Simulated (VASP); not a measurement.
# As (R-3m) in VASP: notebook, part 2 of 2

VASP 6.6.1.

## Step 4: Single point, HSE06

This run uses another cell than the first one, of 20.24 Å³/atom.

POSCAR

```
As
1.0
    1.8424025153      1.0637115881      3.4423263150
   -1.8424025153      1.0637115881      3.4423263150
    0.0000000000     -2.1274231763      3.4423263150
As
2
Direct
    0.2260000000      0.2260000000      0.2260000000
    0.7740000000      0.7740000000      0.7740000000
```

INCAR.step1

```
ALGO = Normal
EDIFF = 1E-5
ENCUT = 520
GGA = PE
ISIF = 2
ISMEAR = -1
LASPH = True
LCHARG = False
LREAL = False
LWAVE = True
NBANDS = 12
NELM = 60
PREC = Accurate
SIGMA = 0.05
```

INCAR.step2

```
ALGO = Normal
EDIFF = 1E-6
ENCUT = 520
GGA = PE
HFSCREEN = 0.2079
ISIF = 2
ISMEAR = -1
ISTART = 1
LASPH = True
LCHARG = False
LHFCALC = True
LREAL = False
LWAVE = False
NBANDS = 12
NELM = 60
PREC = Accurate
PRECFOCK = Normal
SIGMA = 0.05
```

KPOINTS

```
k-points
0
Gamma
  6 6 6
```

Potentials or basis: VASP PAW PBE potentials, release 64 (As).

Command:

```
$ cat potpaw_PBE.64/As/POTCAR > POTCAR
$ cp INCAR.step1 INCAR
$ mpirun -np 1 vasp_std > vasp.out
$ cp INCAR.step2 INCAR
$ mpirun -np 1 vasp_std > vasp.out
```

OUTCAR:

```text
EDIFF = 1E-6
   ENCUT = 520
   GGA = PE
   HFSCREEN = 0.2079
   ISIF = 2
   ISMEAR = -1
   ISTART = 1
   LASPH = True
   LHFCALC = True
   LREAL = False
   NELM = 60
   PREC = Accurate
   PRECFOCK = Normal

 ion  position               nearest neighbor table
   1  0.226  0.226  0.226-   2 2.46   2 2.46   2 2.46
   2  0.774  0.774  0.774-   1 2.46   1 2.46   1 2.46

  LATTYP: Found a trigonal (rhomboedric) cell.
 ALAT       =     4.0466702151
 COS(alpha) =     0.5854247172

  Lattice vectors:

 A1 = (   1.8424025153,   1.0637115881,   3.4423263150)
 A2 = (  -1.8424025153,   1.0637115881,   3.4423263150)
 A3 = (   0.0000000000,  -2.1274231763,   3.4423263150)

Analysis of symmetry for initial positions (statically):
=====================================================================
 Subroutine PRICEL returns:
 Original cell was already a primitive cell.

 Routine SETGRP: Setting up the symmetry group for a
 trigonal (rhombohedral) supercell.

 Subroutine GETGRP returns: Found 12 space group operations
 (whereof 12 operations were pure point group operations)
 out of a pool of 12 trial point group operations.

The static configuration has the point symmetry D_3d.

Analysis of symmetry for dynamics (positions and initial velocities):
=====================================================================
 Subroutine PRICEL returns:
 Original cell was already a primitive cell.

 Routine SETGRP: Setting up the symmetry group for a
 trigonal (rhombohedral) supercell.

 Subroutine GETGRP returns: Found 12 space group operations
 (whereof 12 operations were pure point group operations)
 out of a pool of 12 trial point group operations.

The dynamic configuration has the point symmetry D_3d.

 Subroutine INISYM returns: Found 12 space group operations
 (whereof 12 operations are pure point group operations),
 and found     1 'primitive' translations

----------------------------------------------------------------------------------------

                                     Primitive cell

  volume of cell :      40.4773

  direct lattice vectors                    reciprocal lattice vectors
     1.842402515  1.063711588  3.442326315     0.271384779  0.156684075  0.096833741
    -1.842402515  1.063711588  3.442326315    -0.271384779  0.156684075  0.096833741
     0.000000000 -2.127423176  3.442326315     0.000000000 -0.313368151  0.096833741

  length of vectors
     4.046670215  4.046670215  4.046670215     0.327988371  0.327988371  0.327988371

  position of ions in fractional coordinates (direct lattice)
     0.226000000  0.226000000  0.226000000
     0.774000000  0.774000000  0.774000000

  ion indices of the primitive-cell ions
   primitive index   ion index
                 1           1
                 2           2

----------------------------------------------------------------------------------------

 KPOINTS: k-points

Automatic generation of k-mesh.
 Grid dimensions read from file:
 generate k-points for:    6    6    6

 Generating k-lattice:

  Cartesian coordinates                     Fractional coordinates (reciprocal lattice)
[... 48 lines left out ...]
   NGX,Y,Z   is equivalent  to a cutoff of  12.32, 12.32, 12.32 a.u.
   NGXF,Y,Z  is equivalent  to a cutoff of  24.65, 24.65, 24.65 a.u.
 SYSTEM =  unknown system
   PREC   = accura    normal or accurate (medium, high low for compatibility)
   ISTART =      1    job   : 0-new  1-cont  2-samecut
   ICHARG =      0    charge: 1-file 2-atom 10-const
   ISPIN  =      1    spin polarized calculation?
   LNONCOLLINEAR =      F non collinear calculations
   LSORBIT =      F    spin-orbit coupling
   LASPH  =      T    aspherical Exc in radial PAW
   ENCUT  =  520.0 eV  38.22 Ry    6.18 a.u.   7.52  7.52  7.52*2*pi/ulx,y,z
   NELM   =     60;   NELMIN=  2; NELMDL=  0     # of ELM steps
   EDIFF  = 0.1E-05   stopping-criterion for ELM
   LREAL  =      F    real-space projection
   EDIFFG = 0.1E-04   stopping-criterion for IOM
   NSW    =      0    number of steps for IOM
   IBRION =     -1    ionic relax: 0-MD 1-quasi-New 2-CG
   NFREE  =      0    steps in history (QN), initial steepest desc. (CG)
   ISIF   =      2    stress and relaxation
   ISYM   =      3    0-nonsym 1-usesym 2-fastsym
   POTIM  = 0.5000    time-step for ionic-motion
   TEBEG  =    0.0;   TEEND  =   0.0 temperature during run
   PSTRESS=    0.0 pullay stress
   NELECT =      10.0000    total number of electrons
   NUPDOWN=      -1.0000    fix difference up-down
   EMIN   =  10.00;   EMAX   =-10.00  energy-range for DOS
   EFERMI =   0.00;   METHOD = LEGACY
   ISMEAR =    -1;   SIGMA  =   0.05  broadening in eV -4-tet -1-fermi 0-gaus
   EFERMI_NEDOS =   21; number of points for ismear=-14 and -15
   IALGO  =     38    algorithm
   IMIX   =      1    mixing-type and parameters
     AMIX     =   0.40;   BMIX     =  1.00
     AMIX_MAG =   1.60;   BMIX_MAG =  1.00
  volume/ion in A,a.u.               =      20.24       136.58
  Fermi-wavevector in a.u.,A,eV,Ry     =   1.027238  1.941198 14.357102  1.055217
  Thomas-Fermi vector in A             =   2.161172
   LORBIT       =      0    0 simple, 1 ext, 2 COOP (PROOUT), +10 PAW based schemes
   GGA     = PE    functional components
   LHFCALC =     T    Hartree Fock is set to
   PRECFOCK=normal    Normal, Fast or Accurate (Low or Medium for compatibility)
   ENCUT4O =  -1.0   cutoff for four orbital integrals eV
   NKREDX  =     1    reduce k-point grid by
   NKREDY  =     1    reduce k-point grid by
   NKREDZ  =     1    reduce k-point grid by
   AEXX    =    0.2500 exact exchange contribution
   HFSCREEN=    0.2079 screening length (either q_TF or 0.3 A-1)
   HFSCREENC=   0.2079 screening length for correlation (either q_TF or 0.3 A-1)
   ENCUTFOCK=  -1.0 apply spherical cutoff to Coloumb kernel
   IVDW    =     0    specifies the selected vdW correction
   LEPSILON=     F    determine dielectric tensor
   LRPA    =     F    only Hartree local field effects (RPA)
 non-spin polarized calculation
  energy-cutoff  :      520.00
  volume of cell :       40.48
 maximum number of plane-waves:      1111
  NGX = 24; NGY = 24; NGZ = 24

 number of electron       9.9999999 magnetization

 Free energy of the ion-electron system (eV)
  ---------------------------------------------------
  ext. energy  EPLUGINS =         0.00000000
  ---------------------------------------------------
  free energy    TOTEN  =       -11.16522751 eV

  energy without entropy =      -11.16325630  energy(sigma->0) =      -11.16424191

 E-fermi :   6.2918     XC(G=0):  -8.5038

 val. band max:        5.9521803760   @ k =   0.5000   0.0000   0.0000
 cond. band min:       6.2920893892   @ k =   0.3333   0.1667   0.1667
 fundamental gap:      0.3399090133
 Fermi energy:         6.2918456782

 k-point     1 :       0.0000    0.0000    0.0000
  band No.  band energies     occupation
      1     -11.3891      2.00000
      2       0.0718      2.00000
      3       2.9162      2.00000
      4       3.4888      2.00000
      5       3.4888      2.00000
      6       8.0270      0.00000
      7       9.5618      0.00000
      8       9.5618      0.00000
      9      13.4946      0.00000
     10      13.4946      0.00000
     11      14.1780      0.00000
     12      15.5065      0.00000
[... 331 lines left out ...]
 k-point    24 :      -0.3333    0.5000    0.1667
  band No.  band energies     occupation
      1      -7.7845      2.00000
      2      -5.5551      2.00000
      3      -1.2826      2.00000
      4      -0.1457      2.00000
      5       3.4016      2.00000
      6       8.8562      0.00000
      7      10.3043      0.00000
      8      13.7235      0.00000
      9      13.8767      0.00000
     10      15.5698      0.00000
     11      18.9493      0.00000
     12      20.1920      0.00000

 [... further k-points ...]

------------------------ aborting loop because EDIFF is reached ----------------------------------------

  FORCE on cell =-STRESS in cart. coord.  units (eV):
  Direction    XX          YY          ZZ          XY          YZ          ZX
  --------------------------------------------------------------------------------------
  -------------------------------------------------------------------------------------
  Total        1.7656845      1.7656845      1.2696199      0.0000000     -0.0000000      0.0000000
  in kB       69.8895091     69.8895091     50.2542295      0.0000000     -0.0000000      0.0000000
  external PRESSURE =      63.3444159 kB  Pullay stress =       0.0000000 kB

 VOLUME and BASIS-vectors are now :
 -----------------------------------------------------------------------------
  energy-cutoff  :      520.00
  volume of cell :       40.48
      direct lattice vectors                 reciprocal lattice vectors
     1.842402515  1.063711588  3.442326315     0.271384779  0.156684075  0.096833741
    -1.842402515  1.063711588  3.442326315    -0.271384779  0.156684075  0.096833741
     0.000000000 -2.127423176  3.442326315     0.000000000 -0.313368151  0.096833741

 POSITION                                       TOTAL-FORCE (eV/Angst)
 -----------------------------------------------------------------------------------
      0.00000     -0.00000      2.33390         0.000000     -0.000000      0.499912
      0.00000     -0.00000      7.99308         0.000000      0.000000     -0.499912
 -----------------------------------------------------------------------------------
    total drift:                                0.000000     -0.000000      0.000000

  FREE ENERGIE OF THE ION-ELECTRON SYSTEM (eV)
  ---------------------------------------------------
  free  energy   TOTEN  =       -11.1652275130 eV

  energy  without entropy=      -11.1632563024  energy(sigma->0) =      -11.16424191
```

OUTCAR.step1:

```text
EDIFF = 1E-5
   ENCUT = 520
   GGA = PE
   ISIF = 2
   ISMEAR = -1
[... 583 lines left out ...]
 -----------------------------------------------------------------------------------
      0.00000     -0.00000      2.33390         0.000000     -0.000000      0.859655
      0.00000     -0.00000      7.99308         0.000000      0.000000     -0.859655
 -----------------------------------------------------------------------------------
    total drift:                                0.000000     -0.000000      0.000000

  FREE ENERGIE OF THE ION-ELECTRON SYSTEM (eV)
  ---------------------------------------------------
  free  energy   TOTEN  =        -9.2461857893 eV

  energy  without entropy=       -9.2437659573  energy(sigma->0) =       -9.24497587
```

OSZICAR.step1:

```text
N       E                     dE             d eps       ncg     rms          rms(c)
DAV:   1     0.279167975219E+02    0.27917E+02   -0.41357E+03   768   0.692E+02
DAV:   2    -0.772236180443E+01   -0.35639E+02   -0.33775E+02  1036   0.109E+02
DAV:   3    -0.926358263541E+01   -0.15412E+01   -0.15325E+01   964   0.234E+01
DAV:   4    -0.927043928177E+01   -0.68566E-02   -0.68559E-02   864   0.177E+00
DAV:   5    -0.927045425441E+01   -0.14973E-04   -0.14973E-04   968   0.891E-02    0.379E+00
DAV:   6    -0.925403077313E+01    0.16423E-01   -0.70550E-03   860   0.489E-01    0.229E+00
DAV:   7    -0.924603193468E+01    0.79988E-02   -0.15111E-02   896   0.741E-01    0.816E-02
DAV:   8    -0.924614756113E+01   -0.11563E-03   -0.38186E-04   904   0.115E-01    0.270E-02
DAV:   9    -0.924618571001E+01   -0.38149E-04   -0.43230E-05   924   0.420E-02    0.143E-02
DAV:  10    -0.924618578934E+01   -0.79328E-07   -0.26088E-06   584   0.928E-03
   1 F= -.92461858E+01 E0= -.92449759E+01  d E =-.241983E-02
```

It took 34 min on 1 thread of Intel Xeon Platinum 8375C at 2.90GHz (Ice Lake), shared host; peak memory 0.29 GiB.

What came out:

| Quantity | Value |
| --- | --- |
| Free energy | -11.1652 eV |
| Pressure | 6.3 GPa |
| Largest force | 0.500 eV/Å |
| Band gap on the k mesh | zero (bands 5 and 6 overlap by 0.34 eV) |

Forces on the atoms (eV/Å):
```
As   0.000  0.000  0.500
As   0.000  0.000 -0.500
```

Levels at points of the mesh, in eV from the Fermi level:
```csv
k point,band 1,band 2,band 3,band 4,band 5,band 6,band 7,band 8,band 9,band 10
"(0.00, 0.00, 0.00)",-17.68,-6.22,-3.38,-2.80,-2.80,1.74,3.27,3.27,7.20,7.20
"(0.50, 0.00, 0.00)",-14.44,-13.02,-3.82,-3.70,-0.70,-0.34,0.28,1.47,9.56,9.67
"(0.50, 0.50, 0.00)",-14.34,-11.33,-7.32,-5.41,-5.31,1.25,6.40,7.81,8.55,11.20
"(0.50, 0.50, 0.50)",-16.15,-11.77,-2.54,-2.54,-0.46,0.73,0.73,2.04,8.59,11.03
```

Caveat: the cell stands under pressure; the PAW data sets were made with another functional, which shifts forces and pressure a little.

## Step 5: Summary

| level | potentials or basis | cell | k mesh | cutoff (eV) | smearing | grid for exact exchange (PRECFOCK) | share of exact exchange | screening parameter | gap on the mesh (eV) | pressure (GPa) | largest force (eV/Å) |
| --- | --- | --- | --- | --- | --- | --- | --- | --- | --- | --- | --- |
| r2SCAN | VASP PAW PBE potentials, release 64 (As) | a = 4.131 Å, angles 54.2°, 2 atoms | 14 × 14 × 14 | 520 | methfessel-paxton 0.05 eV | - | - | - | none | 2.0 | 0.20 |
| r2SCAN | VASP PAW PBE potentials, release 64 (As_d) | a = 4.103 Å, angles 54.2°, 2 atoms | 9 × 9 × 9 | 660 | fermi-dirac 0.05 eV | - | - | - | none | 3.6 | 0.31 |
| HSE06 | VASP PAW PBE potentials, release 64 (As) | a = 4.047 Å, angles 54.2°, 2 atoms | 6 × 6 × 6 | 520 | fermi-dirac 0.05 eV | Normal | 0.25 | 0.2079 1/Å | none | 6.3 | 0.50 |

Alike in all rows: task single point; no spin polarisation.

Caveats: the PAW data sets were made with another functional, which shifts forces and pressure a little; the cell stands under pressure (at least some runs).

Absolute energies hang on the potentials; compare differences alone.
